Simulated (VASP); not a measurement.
# TaN (P6_3mc) in VASP: a series of runs, part 2 of 2

VASP 6.6.1.

## 3. Single point, r2SCAN

This run uses another cell than the first one, of 12.90 Å³/atom.

Contents of POSCAR:

```
TaN
1.0
    3.1295495974      0.0000000000      0.0000000000
   -1.5647747987      2.7102694537      0.0000000000
    0.0000000000      0.0000000000      6.0824581592
Ta N
2 2
Direct
    0.3333333333      0.6666666667      0.0313187041
    0.6666666667      0.3333333333      0.5313187041
    0.3333333333      0.6666666667      0.3536812959
    0.6666666667      0.3333333333      0.8536812959
```

Contents of INCAR.step1:

```
SYSTEM = TaN
ALGO     = Normal         ! electronic algorithm
EDIFF    = 1E-4           ! SCF threshold, eV
ENCUT    = 520            ! plane-wave cutoff, eV
GGA      = PE             ! functional
ISMEAR   = 0              ! smearing method
LASPH    = .TRUE.         ! aspherical terms in the spheres
LCHARG   = .FALSE.        ! write CHGCAR
LREAL    = .FALSE.        ! projectors in reciprocal space
LWAVE    = .TRUE.         ! write WAVECAR
NBANDS   = 24             ! bands
NELM     = 80             ! most SCF steps
PREC     = Accurate       ! precision mode
SIGMA    = 0.1            ! smearing width, eV
```

Contents of INCAR.step2:

```
SYSTEM = TaN
ALGO     = Normal         ! electronic algorithm
EDIFF    = 1E-7           ! SCF threshold, eV
ENCUT    = 520            ! plane-wave cutoff, eV
ISIF     = 2              ! what is computed and relaxed
ISMEAR   = 0              ! smearing method
ISTART   = 1            
LASPH    = .TRUE.         ! aspherical terms in the spheres
LCHARG   = .TRUE.         ! write CHGCAR
LELF     = .TRUE.         ! ELF
LMIXTAU  = .TRUE.       
LREAL    = .FALSE.        ! projectors in reciprocal space
LVHAR    = .TRUE.       
LWAVE    = .FALSE.        ! write WAVECAR
METAGGA  = R2SCAN         ! meta-GGA
NBANDS   = 24             ! bands
NELM     = 80             ! most SCF steps
PREC     = Accurate       ! precision mode
SIGMA    = 0.1            ! smearing width, eV
```

Contents of KPOINTS:

```
k-points
0
G
  18 18 8
  0 0 0
```

Potentials or basis: VASP PAW PBE potentials, release 64 (Ta_pv, N).

Started as:

```
$ cat potpaw_PBE.64/Ta_pv/POTCAR potpaw_PBE.64/N/POTCAR > POTCAR
$ cp INCAR.step1 INCAR
$ mpirun -np 1 vasp_std > vasp.out
$ cp INCAR.step2 INCAR
$ mpirun -np 1 vasp_std > vasp.out
```

Run time: 6 min. Hardware: 1 thread of Intel Xeon 6975P-C (Granite Rapids), shared host; peak memory 0.33 GiB.

It converged, with:

```yaml
Free_energy: -119.1057 eV
Pressure: 2.2 GPa
Largest_force: 0.038 eV/Å
Band_gap_on_the_k_mesh: zero (bands 16 and 17 overlap by 0.27 eV)
```

Forces in eV/Å, atoms in the order of the input:
```
Ta   0.000  0.000 -0.038
Ta   0.000  0.000 -0.038
N    0.000  0.000  0.038
N    0.000  0.000  0.038
```

Stress tensor (GPa, compression positive):
```
1.92 0.00 0.00
0.00 1.92 0.00
0.00 0.00 2.78
```

Levels at points of the mesh, in eV from the Fermi level:
```csv
k point,band 13,band 14,band 15,band 16,band 17,band 18,band 19,band 20
"(0.00, 0.00, 0.00)",-4.80,-4.80,-0.87,-0.84,0.21,0.21,2.38,2.38
"(0.50, 0.00, 0.00)",-5.14,-3.97,-2.44,-0.65,1.21,2.39,2.82,3.64
"(0.00, 0.00, 0.50)",-5.32,-5.32,0.10,0.10,1.06,1.06,1.06,1.06
"(0.50, 0.00, 0.50)",-5.12,-5.12,-1.07,-1.07,1.61,1.61,3.54,3.54
```

Caveat: the PAW data sets were made with another functional, which shifts forces and pressure a little; spin-orbit coupling is left out, which moves the levels of the heavy elements.

## 4. Single point, r2SCAN

This run uses another cell than the first one, of 13.00 Å³/atom.

Contents of POSCAR:

```
TaN
1.0
    3.1395657489      0.0000000000      0.0000000000
   -1.5697828745      2.7189436954      0.0000000000
    0.0000000000      0.0000000000      6.0911406842
Ta N
2 2
Direct
    0.3333333333      0.6666666667      0.0312410294
    0.6666666667      0.3333333333      0.5312410294
    0.3333333333      0.6666666667      0.3537589706
    0.6666666667      0.3333333333      0.8537589706
```

Contents of INCAR.step1:

```
  PREC = Accurate
  ENCUT = 520
  ISMEAR = 0
  SIGMA = 0.1
  LREAL = False
  LASPH = True
  NELM = 60
  NBANDS = 24
  GGA = PE
  ALGO = Normal
  EDIFF = 1E-4
  LWAVE = True
  LCHARG = False
```

Contents of INCAR.step2:

```
  PREC = Accurate
  ENCUT = 520
  EDIFF = 1E-6
  ISMEAR = 0
  SIGMA = 0.1
  LREAL = False
  LASPH = True
  NELM = 60
  ALGO = Normal
  ISIF = 2
  LWAVE = False
  LCHARG = True
  METAGGA = R2SCAN
  LMIXTAU = True
  LELF = True
  LVHAR = True
  NBANDS = 24
  ISTART = 1
```

Contents of KPOINTS:

```
regular mesh
0
Gamma
  18 18 8
```

Started as:

```
$ cat potpaw_PBE.64/Ta_pv/POTCAR potpaw_PBE.64/N/POTCAR > POTCAR
$ cp INCAR.step1 INCAR
$ mpirun -np 1 vasp_std > vasp.out
$ cp INCAR.step2 INCAR
$ mpirun -np 1 vasp_std > vasp.out
```

Wall time 3.9 min (1 thread of Intel Xeon 6975P-C (Granite Rapids), shared host); peak memory 0.31 GiB.

Results (log left out):

- Free energy: -119.1088 eV
- Pressure: 0.1 GPa
- Largest force: 0.041 eV/Å
- Band gap on the k mesh: zero (bands 16 and 17 overlap by 0.27 eV)

Forces on the atoms (eV/Å):
```
Ta   0.000  0.000 -0.041
Ta   0.000  0.000 -0.041
N    0.000  0.000  0.041
N    0.000  0.000  0.041
```

Stress tensor (GPa, compression positive):
```
-0.08  0.00  0.00
 0.00 -0.08  0.00
 0.00  0.00  0.59
```

Levels at points of the mesh, in eV from the Fermi level:
```
           k point  band 12  band 13  band 14  band 15  band 16  band 17  band 18  band 19  band 20  band 21
(0.00, 0.00, 0.00)    -5.70    -4.78    -4.78    -0.86    -0.85     0.20     0.20     2.35     2.35     2.81
(0.50, 0.00, 0.00)    -5.93    -5.13    -3.95    -2.41    -0.66     1.20     2.37     2.79     3.59     4.04
(0.00, 0.00, 0.50)    -5.29    -5.29    -5.29     0.10     0.10     1.05     1.05     1.05     1.05     4.82
(0.50, 0.00, 0.50)    -5.85    -5.09    -5.09    -1.05    -1.05     1.60     1.60     3.49     3.49     4.77
```

Caveat: the PAW data sets were made with another functional, which shifts forces and pressure a little; spin-orbit coupling is left out, which moves the levels of the heavy elements.

## 5. Single point, r2SCAN (strain along c alone, the other axes held: -4.5 %, then relaxed in part)

Contents of POSCAR:

```
TaN
1.0
    3.1344588821      0.0000000000      0.0000000000
   -1.5672294410      2.7145210190      0.0000000000
    0.0000000000      0.0000000000      5.8129483897
Ta N
2 2
Direct
    0.3333333333      0.6666666667      0.0270650915
    0.6666666667      0.3333333333      0.5270650915
    0.3333333333      0.6666666667      0.3579349085
    0.6666666667      0.3333333333      0.8579349085
```

Contents of INCAR.step1:

```
SYSTEM = TaN
  PREC = Accurate
  ENCUT = 520
  ISMEAR = 0
  SIGMA = 0.1
  LREAL = .False.
  LASPH = .True.
  NELM = 60
  NBANDS = 24
  GGA = PE
  ALGO = Normal
  EDIFF = 1E-4
  LWAVE = .True.
  LCHARG = .False.
```

Contents of INCAR.step2:

```
SYSTEM = TaN
  PREC = Accurate
  ENCUT = 520
  EDIFF = 1E-6
  ISMEAR = 0
  SIGMA = 0.1
  LREAL = .False.
  LASPH = .True.
  NELM = 60
  ALGO = Normal
  ISIF = 2
  LWAVE = .False.
  LCHARG = .False.
  METAGGA = R2SCAN
  LMIXTAU = .True.
  NBANDS = 24
  ISTART = 1
```

Contents of KPOINTS:

```
Automatic mesh
0
Gamma
  18 18 10
  0 0 0
```

Started as:

```
$ cat potpaw_PBE.64/Ta_pv/POTCAR potpaw_PBE.64/N/POTCAR > POTCAR
$ cp INCAR.step1 INCAR
$ mpirun -np 1 vasp_std > vasp.out
$ cp INCAR.step2 INCAR
$ mpirun -np 1 vasp_std > vasp.out
```

Run time: 4.8 min. Hardware: 1 thread of Intel Xeon 6975P-C (Granite Rapids), shared host; peak memory 0.34 GiB.

It converged, with:

```
Free energy            : -118.8890 eV
Pressure               : 18.2 GPa
Largest force          : 0.054 eV/Å
Band gap on the k mesh : zero (bands 16 and 17 overlap by 0.80 eV)
```

Forces on the atoms (eV/Å):
```
Ta   0.000  0.000 -0.054
Ta   0.000  0.000 -0.054
N    0.000  0.000  0.054
N    0.000  0.000  0.054
```

Stress tensor (GPa, compression positive):
```
12.47  0.00  0.00
 0.00 12.47  0.00
 0.00  0.00 29.52
```

Levels at points of the mesh, in eV from the Fermi level:
| k point | band 14 | band 15 | band 16 | band 17 | band 18 | band 19 |
| --- | --- | --- | --- | --- | --- | --- |
| (0.00, 0.00, 0.00) | -5.50 | -0.72 | -0.60 | -0.01 | -0.01 | 2.35 |
| (0.50, 0.00, 0.00) | -4.41 | -2.43 | -0.70 | 1.27 | 2.27 | 2.96 |
| (0.00, 0.00, 0.50) | -6.06 | 0.51 | 0.51 | 1.05 | 1.05 | 1.05 |
| (0.50, 0.00, 0.50) | -5.65 | -0.88 | -0.88 | 1.68 | 1.68 | 3.35 |

Caveat: the cell differs from its parent crystal (strain along c alone, the other axes held: -4.5 %, then relaxed in part); the stress differs along the axes, from 12 to 30 GPa; the PAW data sets were made with another functional, which shifts forces and pressure a little; spin-orbit coupling is left out, which moves the levels of the heavy elements.

## 6. The runs side by side

```tsv
cell	k mesh	gap on the mesh (eV)	pressure (GPa)	largest force (eV/Å)
a = 3.276, b = 3.276, c = 5.923 Å, angles 90.0, 90.0, 120.0°, 4 atoms, atomic positions A	18 × 18 × 10	none	-9.9	0.33
a = 3.130, b = 3.130, c = 6.082 Å, angles 90.0, 90.0, 120.0°, 4 atoms, atomic positions B	18 × 18 × 8	none	2.2	0.04
a = 3.140, b = 3.140, c = 6.091 Å, angles 90.0, 90.0, 120.0°, 4 atoms, atomic positions C	18 × 18 × 8	none	0.1	0.04
a = 3.134, b = 3.134, c = 5.813 Å, angles 90.0, 90.0, 120.0°, 4 atoms, atomic positions D	18 × 18 × 10	none	18.2	0.05
```

Alike in all rows: task single point; level r2SCAN; potentials or basis VASP PAW PBE potentials, release 64 (Ta_pv, N); no spin polarisation; cutoff (eV) 520; smearing gaussian 0.1 eV.

Caveats: the PAW data sets were made with another functional, which shifts forces and pressure a little; spin-orbit coupling is left out, which moves the levels of the heavy elements; the stress differs along the axes, from -15 to 0 GPa (at least some runs); the stress differs along the axes, from 12 to 30 GPa (at least some runs).

Absolute energies hang on the potentials; compare differences alone.
